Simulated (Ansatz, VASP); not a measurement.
**C in VASP and in Ansatz**

```xyz
2
Lattice="2.3280 0.0000 0.0000 -1.1640 2.0161 0.0000 0.0000 0.0000 26.0024" Properties=species:S:1:pos:R:3 pbc="T T T"
C     1.1640    0.6720   13.0727
C     0.0000    1.3441   12.9297
```

Alike in both runs: task single point; functional PBE; dispersion D3(BJ); k mesh 21 × 21 × 1; occupations gaussian, width 0.1 eV; no spin polarisation.

```csv
,VASP,Ansatz
version,VASP 6.6.1,Ansatz 0.2.0
potentials or method,"VASP PAW PBE potentials, release 64 (C), cutoff 520 eV","scalar-relativistic, plane waves, PAW"
valence electrons in the cell,8,8
```

Ansatz gave:

- gap on the k mesh at the Fermi level (eV): none
- rms of the force components (eV/Å): 1.289

Question: What did VASP give for the same quantities?

Answer: gap on the k mesh at the Fermi level (eV): none; rms of the force components (eV/Å): 1.286.

Atom by atom the forces differ by 0.003 eV/Å (rms over components). A gap of «none» marks a metal or a gap that the smearing closes.
